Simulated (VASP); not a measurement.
# Mg3SiO3 in VASP: further runs

Mg3SiO3 is run at these levels: PBE; tasks: single point.

Everything below comes from runs of VASP 6.6.1. Logs are shortened: lines on timing, memory, paths and dates and some standing lists are left out, and cuts for length are marked.

## (1) The cell of the first run

The cell holds a slab with vacuum, 7 atoms: a = 3.009 Å, b = 3.009 Å, c = 19.780 Å, α = 90.00°, β = 90.00°, γ = 90.00°.

## (2) Single point, PBE, collinear spin

File INCAR:

```
SYSTEM = Mg3SiO3
  PREC = Accurate
  ENCUT = 520
  EDIFF = 1E-6
  ISMEAR = 0
  SIGMA = 0.05
  LREAL = .False.
  LASPH = .True.
  NELM = 150
  ALGO = Normal
  ISIF = 2
  LWAVE = .False.
  LCHARG = .True.
  ISPIN = 2
  MAGMOM = 0 0 0 0 0 0 2
  LORBIT = 11
  LDIPOL = .True.
  IDIPOL = 3
  DIPOL = 0.5 0.5 0.342
  GGA = PE
  LELF = .True.
  LVHAR = .True.
  LVACPOTAV = .True.
  NBANDS = 27
```

File KPOINTS:

```
Automatic mesh
0
Gamma
  9 9 1
  0 0 0
```

File POSCAR:

```
Mg3SiO3
1.0
    3.0085896295      0.0000000000      0.0000000000
    0.0000000000      3.0085896295      0.0000000000
    0.0000000000      0.0000000000     19.7799623107
Mg O Si
3 3 1
Direct
    0.5000000000      0.5000000000      0.2022248545
    0.0000000000      0.0000000000      0.3100331116
    0.5000000000      0.5000000000      0.4161289118
    0.0000000000      0.0000000000      0.2022248545
    0.5000000000      0.5000000000      0.3095409235
    0.0000000000      0.0000000000      0.4186035434
    0.1250000000      0.1250000000      0.5386001657
```

Potentials or basis: VASP PAW PBE potentials, release 64 (Mg, O, Si).

The run is started by

```console
$ cat potpaw_PBE.64/Mg/POTCAR potpaw_PBE.64/O/POTCAR potpaw_PBE.64/Si/POTCAR > POTCAR
$ mpirun -np 1 vasp_std > vasp.out
```

OUTCAR:

```text
SYSTEM = Mg3SiO3
   PREC = Accurate
   ENCUT = 520
   EDIFF = 1E-6
   ISMEAR = 0
   LREAL = .False.
   LASPH = .True.
   NELM = 150
   ISIF = 2
   ISPIN = 2
   LORBIT = 11
   GGA = PE

 ion  position               nearest neighbor table
   1  0.500  0.500  0.202-   5 2.12   4 2.13   4 2.13   4 2.13   4 2.13   2 3.01   2 3.01   2 3.01
                             2 3.01
   2  0.000  0.000  0.310-   5 2.13   5 2.13   5 2.13   5 2.13   4 2.13   6 2.15   3 2.99   3 2.99
                             3 2.99   3 2.99   1 3.01   1 3.01   1 3.01   1 3.01
   3  0.500  0.500  0.416-   5 2.11   6 2.13   6 2.13   6 2.13   6 2.13   7 2.90   2 2.99   2 2.99
                             2 2.99   2 2.99   7 3.27   7 3.27
   4  0.000  0.000  0.202-   1 2.13   1 2.13   1 2.13   1 2.13   2 2.13
   5  0.500  0.500  0.310-   3 2.11   1 2.12   2 2.13   2 2.13   2 2.13   2 2.13
   6  0.000  0.000  0.419-   3 2.13   3 2.13   3 2.13   3 2.13   2 2.15   7 2.43
   7  0.125  0.125  0.539-   6 2.43   3 2.90   3 3.27   3 3.27

  LATTYP: Found a simple tetragonal cell.
 ALAT       =     3.0085896295
 C/A-ratio  =     6.5744966069

  Lattice vectors:

 A1 = (   3.0085896295,   0.0000000000,   0.0000000000)
 A2 = (   0.0000000000,   3.0085896295,   0.0000000000)
 A3 = (   0.0000000000,   0.0000000000,  19.7799623107)

Analysis of symmetry for initial positions (statically):
=====================================================================
 Subroutine PRICEL returns:
 Original cell was already a primitive cell.

 Routine SETGRP: Setting up the symmetry group for a
 simple tetragonal supercell.

 Subroutine GETGRP returns: Found  2 space group operations
 (whereof  2 operations were pure point group operations)
 out of a pool of 16 trial point group operations.

The static configuration has the point symmetry C_1h.

Analysis of symmetry for dynamics (positions and initial velocities):
=====================================================================
 Subroutine PRICEL returns:
 Original cell was already a primitive cell.

 Routine SETGRP: Setting up the symmetry group for a
 simple tetragonal supercell.

 Subroutine GETGRP returns: Found  2 space group operations
 (whereof  2 operations were pure point group operations)
 out of a pool of 16 trial point group operations.

The dynamic configuration has the point symmetry C_1h.

Analysis of structural, dynamic, and magnetic symmetry:
=====================================================================
 Subroutine PRICEL returns:
 Original cell was already a primitive cell.

 Routine SETGRP: Setting up the symmetry group for a
 simple tetragonal supercell.

 Subroutine GETGRP returns: Found  2 space group operations
 (whereof  2 operations were pure point group operations)
 out of a pool of 16 trial point group operations.

The overall configuration has the point symmetry C_1h.

 Subroutine INISYM returns: Found  2 space group operations
 (whereof  2 operations are pure point group operations),
 and found     1 'primitive' translations

----------------------------------------------------------------------------------------

                                     Primitive cell

  volume of cell :     179.0405

  direct lattice vectors                    reciprocal lattice vectors
     3.008589629  0.000000000  0.000000000     0.332381655  0.000000000  0.000000000
     0.000000000  3.008589629  0.000000000     0.000000000  0.332381655  0.000000000
     0.000000000  0.000000000 19.779962311     0.000000000  0.000000000  0.050556214

  length of vectors
     3.008589629  3.008589629 19.779962311     0.332381655  0.332381655  0.050556214

  position of ions in fractional coordinates (direct lattice)
     0.500000000  0.500000000  0.202224855
     0.000000000  0.000000000  0.310033112
     0.500000000  0.500000000  0.416128912
     0.000000000  0.000000000  0.202224855
     0.500000000  0.500000000  0.309540924
     0.000000000  0.000000000  0.418603543
     0.125000000  0.125000000  0.538600166

  ion indices of the primitive-cell ions
   primitive index   ion index
                 1           1
                 2           2
                 3           3
                 4           4
                 5           5
                 6           6
                 7           7

[... 60 lines left out ...]
 SYSTEM =  Mg3SiO3
   PREC   = accura    normal or accurate (medium, high low for compatibility)
   ISTART =      0    job   : 0-new  1-cont  2-samecut
   ICHARG =      2    charge: 1-file 2-atom 10-const
   ISPIN  =      2    spin polarized calculation?
   LNONCOLLINEAR =      F non collinear calculations
   LSORBIT =      F    spin-orbit coupling
   LASPH  =      T    aspherical Exc in radial PAW
   ENCUT  =  520.0 eV  38.22 Ry    6.18 a.u.   5.59  5.59 36.78*2*pi/ulx,y,z
   NELM   =    150;   NELMIN=  2; NELMDL= -5     # of ELM steps
   EDIFF  = 0.1E-05   stopping-criterion for ELM
   LREAL  =      F    real-space projection
   EDIFFG = 0.1E-04   stopping-criterion for IOM
   NSW    =      0    number of steps for IOM
   IBRION =     -1    ionic relax: 0-MD 1-quasi-New 2-CG
   NFREE  =      0    steps in history (QN), initial steepest desc. (CG)
   ISIF   =      2    stress and relaxation
   ISYM   =      2    0-nonsym 1-usesym 2-fastsym
   POTIM  = 0.5000    time-step for ionic-motion
   TEBEG  =    0.0;   TEEND  =   0.0 temperature during run
   PSTRESS=    0.0 pullay stress
   NELECT =      28.0000    total number of electrons
   NUPDOWN=      -1.0000    fix difference up-down
   EMIN   =  10.00;   EMAX   =-10.00  energy-range for DOS
   EFERMI =   0.00;   METHOD = LEGACY
   ISMEAR =     0;   SIGMA  =   0.05  broadening in eV -4-tet -1-fermi 0-gaus
   EFERMI_NEDOS =   21; number of points for ismear=-14 and -15
   IALGO  =     38    algorithm
   IMIX   =      4    mixing-type and parameters
     AMIX     =   0.40;   BMIX     =  1.00
     AMIX_MAG =   1.60;   BMIX_MAG =  1.00
  volume/ion in A,a.u.               =      25.58       172.60
  Fermi-wavevector in a.u.,A,eV,Ry     =   0.882017  1.666771 10.584711  0.777954
  Thomas-Fermi vector in A             =   2.002592
   LORBIT       =     11    0 simple, 1 ext, 2 COOP (PROOUT), +10 PAW based schemes
   GGA     = PE    functional components
   LHFCALC =     F    Hartree Fock is set to
   AEXX    =    0.0000 exact exchange contribution
   IVDW    =     0    specifies the selected vdW correction
   LEPSILON=     F    determine dielectric tensor
   LRPA    =     F    only Hartree local field effects (RPA)
 spin polarized calculation
 Gauss-broadening in eV      SIGMA  =   0.05
  energy-cutoff  :      520.00
  volume of cell :      179.04
 maximum number of plane-waves:      4849
   NGX = 11   NGY = 11   NGZ = 73

 dipolmoment           0.000000      0.000000     -0.014712 electrons x Angstroem

 number of electron      28.0000004 magnetization      -0.0002308

 number of electron      28.0000004 magnetization       0.0000885

 dipolmoment           0.000000      0.000000      0.141360 electrons x Angstroem

 Free energy of the ion-electron system (eV)
  ---------------------------------------------------
  ext. energy  EPLUGINS =         0.00000000
  ---------------------------------------------------
  free energy    TOTEN  =       -38.43133910 eV

  energy without entropy =      -38.43128186  energy(sigma->0) =      -38.43131048

 E-fermi :   1.0652     XC(G=0):  -5.5207

 val. band max:        0.9645509237   @ k =   0.2222   0.1111   0.0000
 cond. band min:       1.1553255679   @ k =   0.3333   0.3333   0.0000
 fundamental gap:      0.1907746441
 Fermi energy:         1.0652118665

 spin component 1

 k-point     1 :       0.0000    0.0000    0.0000
  band No.  band energies     occupation
      1     -18.9579      1.00000
      2     -18.2833      1.00000
      3     -17.8535      1.00000
      4      -8.2633      1.00000
      5      -5.4546      1.00000
      6      -4.1582      1.00000
[... 685 lines left out ...]
     25       9.0472      0.00000
     26       9.2498      0.00000

 [... further k-points ...]

 spin component 2

 k-point     1 :       0.0000    0.0000    0.0000
  band No.  band energies     occupation
      1     -18.9579      1.00000
      2     -18.2833      1.00000
      3     -17.8535      1.00000
      4      -8.2633      1.00000
      5      -5.4545      1.00000
      6      -4.1582      1.00000
[... 685 lines left out ...]
     25       9.0468      0.00000
     26       9.2405      0.00000

 [... further k-points ...]

 [bands above 26 left out]

------------------------ aborting loop because EDIFF is reached ----------------------------------------

  FORCE on cell =-STRESS in cart. coord.  units (eV):
  Direction    XX          YY          ZZ          XY          YZ          ZX
  --------------------------------------------------------------------------------------
  -------------------------------------------------------------------------------------
  Total       -5.3770833     -5.3770833      0.0870699     -0.0792360     -0.6727150     -0.6727150
  in kB      -48.1178243    -48.1178243      0.7791613     -0.7090578     -6.0199146     -6.0199147
  external PRESSURE =     -31.8188291 kB  Pullay stress =       0.0000000 kB

 VOLUME and BASIS-vectors are now :
 -----------------------------------------------------------------------------
  energy-cutoff  :      520.00
  volume of cell :      179.04
      direct lattice vectors                 reciprocal lattice vectors
     3.008589629  0.000000000  0.000000000     0.332381655  0.000000000  0.000000000
     0.000000000  3.008589629  0.000000000     0.000000000  0.332381655  0.000000000
     0.000000000  0.000000000 19.779962311     0.000000000  0.000000000  0.050556214

 POSITION                                       TOTAL-FORCE (eV/Angst)
 -----------------------------------------------------------------------------------
      1.50429      1.50429      4.00000         0.000359      0.000359      0.407445
      0.00000      0.00000      6.13244         0.012410      0.012410     -0.179027
      1.50429      1.50429      8.23101         0.114628      0.114628      0.625098
      0.00000      0.00000      4.00000         0.000546      0.000546     -0.396864
      1.50429      1.50429      6.12271         0.012859      0.012859      0.066722
      0.00000      0.00000      8.27996         0.115555      0.115555     -0.516702
      0.37607      0.37607     10.65349        -0.256358     -0.256358     -0.006672
 -----------------------------------------------------------------------------------
    total drift:                                0.000174      0.000174     -0.001055

  FREE ENERGIE OF THE ION-ELECTRON SYSTEM (eV)
  ---------------------------------------------------
  free  energy   TOTEN  =       -38.4313391045 eV

  energy  without entropy=      -38.4312818624  energy(sigma->0) =      -38.43131048

 vacuum level on the upper side and lower side of the slab         5.593         2.767

 total charge

# of ion       s       p       d       tot
------------------------------------------
    1        0.141   0.150   0.061   0.353
    2        0.148   0.170   0.073   0.390
    3        0.145   0.158   0.065   0.368
    4        1.543   3.491   0.000   5.034
    5        1.544   3.542   0.000   5.086
    6        1.558   3.479   0.000   5.037
    7        0.890   0.585   0.000   1.475
--------------------------------------------------
tot          5.968  11.575   0.200  17.743

 magnetization (x)

# of ion       s       p       d       tot
------------------------------------------
    1        0.000   0.000   0.000   0.000
    2        0.000   0.000   0.000   0.000
    3       -0.000  -0.000  -0.000  -0.000
    4       -0.000  -0.000   0.000  -0.000
    5       -0.000  -0.000   0.000  -0.000
    6        0.000   0.000   0.000   0.000
    7        0.000   0.000   0.000   0.000
--------------------------------------------------
tot          0.000  -0.000   0.000  -0.000
```

Wall time 5.3 min (1 thread of Intel Xeon Platinum 8488C (Sapphire Rapids), shared host); peak memory 0.43 GiB.

Results:

```
Free energy                                           : -38.4313 eV
Largest force                                         : 0.646 eV/Å
Band gap on the k mesh                                : zero (filled and empty bands overlap)
Net moment                                            : 0.00 μB per cell
Valence electrons inside the program's atomic spheres : Mg 0.35, 0.39, 0.37; O 5.03, 5.09, 5.04; Si 1.48
```

Forces in eV/Å, atoms in the order of the input:
```
Mg   0.000  0.000  0.407
Mg   0.012  0.012 -0.179
Mg   0.115  0.115  0.625
O    0.001  0.001 -0.397
O    0.013  0.013  0.067
O    0.116  0.116 -0.517
Si  -0.256 -0.256 -0.007
```

Levels at points of the mesh, in eV from the Fermi level:
Spin up:
| k point | band 10 | band 11 | band 12 | band 13 | band 14 | band 15 | band 16 | band 17 | band 18 | band 19 |
| --- | --- | --- | --- | --- | --- | --- | --- | --- | --- | --- |
| (0.00, 0.00, 0.00) | -3.70 | -3.70 | -3.32 | -3.31 | -0.89 | 0.24 | 2.16 | 2.96 | 4.13 | 4.27 |
Spin down:
```tsv
k point	band 11	band 12	band 13	band 14	band 15	band 16	band 17	band 18
(0.00, 0.00, 0.00)	-3.70	-3.32	-3.31	-0.89	0.24	2.10	2.91	4.09
```

## (3) Single point, PBE, collinear spin

File INCAR:

```
SYSTEM = Mg3SiO3
PREC = Accurate ; ENCUT = 520
EDIFF = 1E-6 ; ISMEAR = 0
SIGMA = 0.05 ; LREAL = .False.
LASPH = .True. ; NELM = 150
ALGO = Normal ; ISIF = 2
LWAVE = .False. ; LCHARG = .True.
ISPIN = 2 ; MAGMOM = 0 0 0 0 0 0 2
LORBIT = 11 ; LDIPOL = .True.
IDIPOL = 3 ; DIPOL = 0.5 0.5 0.346
GGA = PE ; LELF = .True.
LVHAR = .True. ; LVACPOTAV = .True.
NBANDS = 27
```

File KPOINTS:

```
regular mesh
0
Gamma
  9 9 1
  0 0 0
```

POSCAR, as its differences from that of step 2:

```diff
@@ -14,2 +14,2 @@
     0.0000000000      0.0000000000      0.4186035434
-    0.1250000000      0.1250000000      0.5386001657
+    0.2500000000      0.2500000000      0.5621089526
```

Potentials or basis: VASP PAW PBE potentials, release 64 (Mg, O, Si).

The run is started by

```console
$ cat potpaw_PBE.64/Mg/POTCAR potpaw_PBE.64/O/POTCAR potpaw_PBE.64/Si/POTCAR > POTCAR
$ mpirun -np 1 vasp_std > vasp.out
```

OUTCAR:

```text
SYSTEM = Mg3SiO3
   PREC = Accurate
   ENCUT = 520
   EDIFF = 1E-6
   ISMEAR = 0
   LREAL = .False.
   LASPH = .True.
   NELM = 150
   ISIF = 2
   ISPIN = 2
   LORBIT = 11
   GGA = PE

 ion  position               nearest neighbor table
   1  0.500  0.500  0.202-   5 2.12   4 2.13   4 2.13   4 2.13   4 2.13   2 3.01   2 3.01   2 3.01
                             2 3.01
   2  0.000  0.000  0.310-   5 2.13   5 2.13   5 2.13   5 2.13   4 2.13   6 2.15   3 2.99   3 2.99
                             3 2.99   3 2.99   1 3.01   1 3.01   1 3.01   1 3.01
   3  0.500  0.500  0.416-   5 2.11   6 2.13   6 2.13   6 2.13   6 2.13   2 2.99   2 2.99   2 2.99
                             2 2.99   7 3.08
   4  0.000  0.000  0.202-   1 2.13   1 2.13   1 2.13   1 2.13   2 2.13
   5  0.500  0.500  0.310-   3 2.11   1 2.12   2 2.13   2 2.13   2 2.13   2 2.13
   6  0.000  0.000  0.419-   3 2.13   3 2.13   3 2.13   3 2.13   2 2.15
   7  0.250  0.250  0.562-   3 3.08

  LATTYP: Found a simple tetragonal cell.
 ALAT       =     3.0085896295
 C/A-ratio  =     6.5744966069

  Lattice vectors:

 A1 = (   3.0085896295,   0.0000000000,   0.0000000000)
 A2 = (   0.0000000000,   3.0085896295,   0.0000000000)
 A3 = (   0.0000000000,   0.0000000000,  19.7799623107)

Analysis of symmetry for initial positions (statically):
[... 1623 lines left out ...]
  energy-cutoff  :      520.00
  volume of cell :      179.04
      direct lattice vectors                 reciprocal lattice vectors
     3.008589629  0.000000000  0.000000000     0.332381655  0.000000000  0.000000000
     0.000000000  3.008589629  0.000000000     0.000000000  0.332381655  0.000000000
     0.000000000  0.000000000 19.779962311     0.000000000  0.000000000  0.050556214

 POSITION                                       TOTAL-FORCE (eV/Angst)
 -----------------------------------------------------------------------------------
      1.50429      1.50429      4.00000         0.000473      0.000473      0.443673
      0.00000      0.00000      6.13244         0.010138      0.010138     -0.082283
      1.50429      1.50429      8.23101         0.073518      0.073518      0.328933
      0.00000      0.00000      4.00000         0.000750      0.000750     -0.423915
      1.50429      1.50429      6.12271         0.012147      0.012147      0.027221
      0.00000      0.00000      8.27996         0.098458      0.098458     -0.292810
      0.75215      0.75215     11.11849        -0.195484     -0.195484     -0.000818
 -----------------------------------------------------------------------------------
    total drift:                                0.000115      0.000115     -0.001453

  FREE ENERGIE OF THE ION-ELECTRON SYSTEM (eV)
  ---------------------------------------------------
  free  energy   TOTEN  =       -38.2407365852 eV

  energy  without entropy=      -38.2401686956  energy(sigma->0) =      -38.24045264

 vacuum level on the upper side and lower side of the slab         4.804         3.147

 total charge

# of ion       s       p       d       tot
------------------------------------------
    1        0.141   0.150   0.062   0.352
    2        0.147   0.171   0.073   0.391
    3        0.142   0.154   0.063   0.359
    4        1.543   3.492   0.000   5.034
    5        1.543   3.543   0.000   5.086
    6        1.550   3.476   0.000   5.026
    7        0.897   0.572   0.000   1.469
--------------------------------------------------
tot          5.963  11.557   0.198  17.718

 magnetization (x)

# of ion       s       p       d       tot
------------------------------------------
    1        0.000   0.000   0.000   0.000
    2        0.000   0.000   0.000   0.000
    3        0.000   0.000  -0.000   0.000
    4       -0.000   0.000   0.000   0.000
    5       -0.000  -0.000   0.000  -0.000
    6       -0.000  -0.000   0.000  -0.000
    7        0.000  -0.000   0.000  -0.000
--------------------------------------------------
tot          0.000  -0.000   0.000  -0.000
```

It took 8.6 min on 1 thread of Oxide Virtual Turin-like, shared host; peak memory 0.41 GiB.

Results:

```yaml
Free_energy: -38.2407 eV
Largest_force: 0.444 eV/Å
Band_gap_on_the_k_mesh: zero (filled and empty bands overlap)
Net_moment: 0.00 μB per cell
Valence_electrons_inside_the_program's_atomic_spheres: Mg 0.35, 0.39, 0.36; O 5.03, 5.09 (each value once); Si 1.47
```

Forces in eV/Å, atoms in the order of the input:
```
Mg   0.000  0.000  0.444
Mg   0.010  0.010 -0.082
Mg   0.074  0.074  0.329
O    0.001  0.001 -0.424
O    0.012  0.012  0.027
O    0.098  0.098 -0.293
Si  -0.195 -0.195 -0.001
```

Levels at points of the mesh, in eV from the Fermi level:
Spin up:
```tsv
k point	band 11	band 12	band 13	band 14	band 15	band 16	band 17	band 18
(0.00, 0.00, 0.00)	-2.34	-1.98	-1.97	-0.94	1.42	3.23	3.43	4.82
```
Spin down:
```
           k point  band 10  band 11  band 12  band 13  band 14  band 15  band 16  band 17  band 18  band 19
(0.00, 0.00, 0.00)    -2.35    -2.34    -1.98    -1.97    -0.94     1.42     3.21     3.40     4.81     4.93
```

The gap in the log of VASP goes by the Fermi energy; the results here count the filled bands.